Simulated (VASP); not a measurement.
# H4CO in VASP: further runs, part 3 of 3

VASP 6.6.1.

## Step 6: Single point, r2SCAN+D3(BJ)

Contents of POSCAR:

```
H4CO
1.0
    6.8512850000      0.0000000000      0.0000000000
    0.0000000000      6.8512850000      0.0000000000
    0.0000000000      0.0000000000      6.8512850000
C O H
6 6 24
Direct
    0.3604287371      0.7763361180      0.2792176942
    0.0241998399      0.1654580126      0.1518401293
    0.0316145074      0.6732605635      0.9620093165
    0.5878021422      0.4370275065      0.6007486187
    0.8609771744      0.9317522187      0.5377239452
    0.5327175851      0.1993494651      0.0555954102
    0.4679706070      0.6073167296      0.1845201302
    0.0826122399      0.1550512057     -0.0625138204
    0.1806376468      0.5303530652      0.8943869654
    0.7411018517      0.4009028963      0.4477992085
    0.9753352838      1.1173232467      0.5714110565
    0.6381722553      0.0485602336     -0.0287683259
    0.3311203665      0.8942118157      0.1760545649
    0.5815113515      0.5411247671      0.2465085017
    0.2288183895      0.7201422799      0.3714193761
    0.4725244972      0.8270127429      0.3682520870
   -0.0365186969      0.0276152576      0.1969995410
    0.1425717949      0.2768093869     -0.0755186801
    0.1544527778      0.2073333688      0.2489022132
   -0.0919827448      0.2867199365      0.1648887763
   -0.1125336342      0.6372965072      0.9080340403
    0.2972143182      0.5877291632      0.9381451801
    0.0291186252      0.6710857890      1.1213224964
    0.0692424852      0.8031923938      0.8855419093
    0.4522071407      0.3570571068      0.5595592652
    0.8343106439      0.2955795884      0.4977022559
    0.6249338628      0.4082737764      0.7470861306
    0.5495611407      0.5915532634      0.6046748895
    0.7591422631      0.9560688250      0.4226214498
    1.0166705954      1.1311454713      0.7073125698
    0.9484644122      0.8046081866      0.5029567446
    0.7747743671      0.8841261165      0.6675390091
    0.3882045485      0.1557664000      0.0212368921
    0.7647324553      0.0357159277      0.0227256639
    0.5761984796      0.2373715296      0.2070706444
    0.5417961740      0.3367251545     -0.0179236450
```

Contents of INCAR.step1:

```
SYSTEM = H4CO
ALGO = Normal ; EDIFF = 1E-5
ENCUT = 580 ; GGA = PE
GGA_COMPAT = .FALSE. ; ISMEAR = -1
LASPH = .TRUE. ; LCHARG = .FALSE.
LREAL = Auto ; LWAVE = .TRUE.
NBANDS = 66 ; NELM = 120
PREC = Accurate ; SIGMA = 0.02
```

Contents of INCAR.step2:

```
SYSTEM = H4CO
ALGO = Normal ; EDIFF = 1E-6
ENCUT = 580 ; GGA_COMPAT = .FALSE.
ISIF = 2 ; ISMEAR = -1
ISTART = 1 ; IVDW = 12
LASPH = .TRUE. ; LCHARG = .FALSE.
LMIXTAU = .TRUE. ; LREAL = Auto
LWAVE = .FALSE. ; METAGGA = R2SCAN
NBANDS = 66 ; NELM = 120
PREC = Accurate ; SIGMA = 0.02
VDW_A1 = 0.49484001 ; VDW_A2 = 5.73083694
VDW_S6 = 1.0 ; VDW_S8 = 0.78981345
```

Contents of KPOINTS:

```
k-points
0
G
  1 1 1
  0 0 0
```

Potentials or basis: VASP PAW PBE potentials, release 64 (C, O, H).

Started as:

```sh
cat potpaw_PBE.64/C/POTCAR potpaw_PBE.64/O/POTCAR potpaw_PBE.64/H/POTCAR > POTCAR
cp INCAR.step1 INCAR
mpirun -np 1 vasp_gam > vasp.out
cp INCAR.step2 INCAR
mpirun -np 1 vasp_gam > vasp.out
```

Wall time 1.9 min (1 thread of Intel Xeon 6975P-C (Granite Rapids), shared host); peak memory 0.43 GiB.

The run converged. Its results:

```
Free energy                : -193.5156 eV
Pressure                   : -1.3 GPa
Largest force              : 3.829 eV/Å
Band gap on the k mesh     : 5.68 eV
Dispersion energy per atom : -0.021 eV
```

Forces in eV/Å, atoms in the order of the input:
```
C    0.407 -2.736  0.421
C    0.301  2.192 -0.796
C    0.632 -1.630 -0.644
C   -0.276  0.054 -2.467
C    0.356  0.624  1.990
C    0.265  0.484  0.625
O   -1.184  0.498 -0.926
O   -1.313 -2.458  2.626
O   -2.582 -0.004 -0.263
O   -0.709  0.059  1.876
O   -1.020 -1.675 -1.371
O   -0.167 -0.930 -1.089
H   -0.307 -0.710 -0.299
H   -0.985  1.199  0.518
H    1.546  0.710 -1.299
H    0.736  1.189  1.720
H    0.178 -0.361 -0.051
H    1.079  2.650 -0.631
H   -1.193 -0.558 -1.078
H    1.177 -1.257  0.004
H   -0.126 -0.685 -0.116
H    1.716  0.244  0.756
H    0.020  0.494 -0.131
H    0.250  1.329  0.405
H    0.574  0.169  0.254
H   -0.710  0.726 -0.170
H    0.970 -0.878  0.890
H    0.126  0.166 -0.490
H   -0.386  0.447 -0.618
H   -0.295 -0.448  0.534
H    0.693  0.142 -0.217
H    0.381  0.787 -0.369
H   -1.311 -0.121  0.841
H    1.166  0.227  0.376
H   -0.594 -0.724 -0.195
H    0.585  0.785 -0.614
```

Stress tensor (GPa, compression positive):
```
-1.56  1.93  2.26
 1.93 -1.38 -0.71
 2.26 -0.71 -1.07
```

Levels at points of the mesh, in eV from the valence-band top:
```tsv
k point	band 38	band 39	band 40	band 41	band 42	band 43	band 44	band 45	band 46	band 47
(0.00, 0.00, 0.00)	-0.88	-0.76	-0.32	-0.25	0.00	5.68	6.59	6.84	7.22	7.42
```

Caveat: the k points lie up to 0.92 Å⁻¹ apart; the atoms stand as in a frame of molecular dynamics; the PAW data sets were made with another functional, which shifts forces and pressure a little.

## Step 7: Single point, r2SCAN+D3(BJ)

Contents of POSCAR:

```
H4CO
1.0
    6.8512850000      0.0000000000      0.0000000000
    0.0000000000      6.8512850000      0.0000000000
    0.0000000000      0.0000000000      6.8512850000
C O H
6 6 24
Direct
    0.3694781344      0.7648054343      0.2816697890
    0.0211493172      0.1708584594      0.1536937961
    0.0341541769      0.6722826448      0.9631040017
    0.5793219812      0.4345024328      0.5903272160
    0.8767844280      0.9377510934      0.5372860712
    0.5290832304      0.2019475179      0.0536249769
    0.4651244256      0.6104256355      0.1866511173
    0.0818678540      0.1558393790     -0.0581934630
    0.1730040423      0.5277696082      0.8922121909
    0.7407807441      0.3982026729      0.4465877569
    0.9758461369      1.1211911342      0.5680686178
    0.6398361767      0.0505598585     -0.0249150342
    0.3420818138      0.8875123426      0.1856002195
    0.5797890469      0.5868242235      0.2618778813
    0.2375174876      0.7251924274      0.3412790447
    0.4802310807      0.8227069812      0.3916199662
   -0.0560186885      0.0350737124      0.2114931724
    0.1659250783      0.2799912717     -0.0988573676
    0.1420025586      0.1712671419      0.2470339506
   -0.1070456126      0.2512813290      0.1780687856
   -0.1197001730      0.5992160595      0.9263517720
    0.3060009911      0.5861528166      0.9160471357
    0.0399341145      0.6959716316      1.1219063285
    0.0805542318      0.8248379684      0.9070853132
    0.4594028711      0.3404178924      0.5546550757
    0.8024188163      0.2809691905      0.5046352619
    0.6221168730      0.4125211548      0.7495090337
    0.5396068037      0.5901666622      0.5738777470
    0.7673159123      0.9721242074      0.4166663626
    1.0350613060      1.1106091777      0.7025251467
    0.9582727912      0.8087825860      0.4845806298
    0.7844075965      0.9055819456      0.6583436538
    0.3748201980      0.1456515092      0.0490418951
    0.7625576808      0.0171500675      0.0429116582
    0.5711921194      0.2132008813      0.2099460174
    0.5309223014      0.3525178124     -0.0117788123
```

Contents of INCAR.step1:

```
ALGO = Normal
EDIFF = 1E-5
ENCUT = 580
GGA = PE
GGA_COMPAT = False
ISMEAR = -1
LASPH = True
LCHARG = False
LREAL = Auto
LWAVE = True
NBANDS = 66
NELM = 120
PREC = Accurate
SIGMA = 0.02
```

Contents of INCAR.step2:

```
ALGO = Normal
EDIFF = 1E-6
ENCUT = 580
GGA_COMPAT = False
ISIF = 2
ISMEAR = -1
ISTART = 1
IVDW = 12
LASPH = True
LCHARG = True
LELF = True
LMIXTAU = True
LREAL = Auto
LVHAR = True
LWAVE = False
METAGGA = R2SCAN
NBANDS = 66
NELM = 120
PREC = Accurate
SIGMA = 0.02
VDW_A1 = 0.49484001
VDW_A2 = 5.73083694
VDW_S6 = 1.0
VDW_S8 = 0.78981345
```

Contents of KPOINTS:

```
k-points
0
Gamma
  1 1 1
```

Started as:

```sh
cat potpaw_PBE.64/C/POTCAR potpaw_PBE.64/O/POTCAR potpaw_PBE.64/H/POTCAR > POTCAR
cp INCAR.step1 INCAR
mpirun -np 1 vasp_gam > vasp.out
cp INCAR.step2 INCAR
mpirun -np 1 vasp_gam > vasp.out
```

Run time: 1.7 min. Hardware: 1 thread of Intel Xeon 6975P-C (Granite Rapids), shared host; peak memory 0.44 GiB.

The run converged. Its results:

```yaml
Free_energy: -192.7628 eV
Pressure: -2.3 GPa
Largest_force: 3.818 eV/Å
Band_gap_on_the_k_mesh: 5.57 eV
Dispersion_energy_per_atom: -0.021 eV
```

Forces on the atoms (eV/Å):
```
C    3.162  2.111  0.349
C   -0.784 -2.797 -2.093
C   -0.926 -0.313 -0.668
C    1.646  0.836  0.080
C   -1.567  0.824 -1.943
C   -1.122 -0.282  1.889
O   -0.362 -0.250 -0.878
O    0.647  0.956  0.960
O    1.478  1.471  0.446
O   -1.464  0.068  1.964
O    0.930 -1.464  0.735
O    1.185 -0.979 -1.297
H    0.040  0.037 -0.489
H    0.667 -0.717 -0.011
H   -1.892 -0.924  1.384
H   -1.489 -0.119 -0.389
H    1.259 -0.168 -1.388
H   -1.957 -1.319  1.495
H    1.176  1.056  0.931
H   -0.272  2.494  0.021
H    2.133  1.838  0.233
H   -1.396 -0.906 -0.042
H   -0.016 -0.688 -0.049
H   -1.174 -1.507 -0.134
H   -0.695 -0.273 -0.066
H    0.621  0.556 -0.393
H    0.086 -0.007 -1.588
H   -0.087 -0.620  0.120
H    0.755 -0.403  0.786
H   -0.734  0.421 -0.621
H    0.365  0.548  0.489
H   -0.185 -0.429  0.931
H    0.915  0.691 -0.070
H   -1.036  0.855 -0.434
H   -0.400  0.561 -0.412
H    0.495 -1.157  0.155
```

Stress tensor (GPa, compression positive):
```
-1.89 -2.11  0.19
-2.11 -2.48  1.17
 0.19  1.17 -2.60
```

Levels at points of the mesh, in eV from the valence-band top:
```
           k point  band 39  band 40  band 41  band 42  band 43  band 44  band 45  band 46
(0.00, 0.00, 0.00)    -0.58    -0.40    -0.10     0.00     5.57     6.29     7.05     7.44
```

Caveat: the k points lie up to 0.92 Å⁻¹ apart; the atoms stand as in a frame of molecular dynamics; the PAW data sets were made with another functional, which shifts forces and pressure a little.

## Step 8: Summary

```csv
cell,gap on the mesh (eV),pressure (GPa),largest force (eV/Å)
"as given, atomic positions A",5.98,1.7,5.49
"as given, atomic positions B",5.72,-2.2,4.13
"as given, atomic positions C",5.71,-0.3,4.68
"as given, atomic positions D",5.53,-3.4,5.16
"as given, atomic positions E",5.68,-1.3,3.83
"as given, atomic positions F",5.57,-2.3,3.82
```

Alike in all rows: task single point; level r2SCAN+D3(BJ); potentials or basis VASP PAW PBE potentials, release 64 (C, O, H); no spin polarisation; k mesh 1 × 1 × 1; cutoff (eV) 580; smearing fermi-dirac 0.02 eV.

Caveats: all runs use coarse meshes; the PAW data sets were made with another functional, which shifts forces and pressure a little; the atoms stand as in a frame of molecular dynamics (at least some runs).

Total energies depend on the potentials used, so only differences within one code and one set of settings carry meaning.
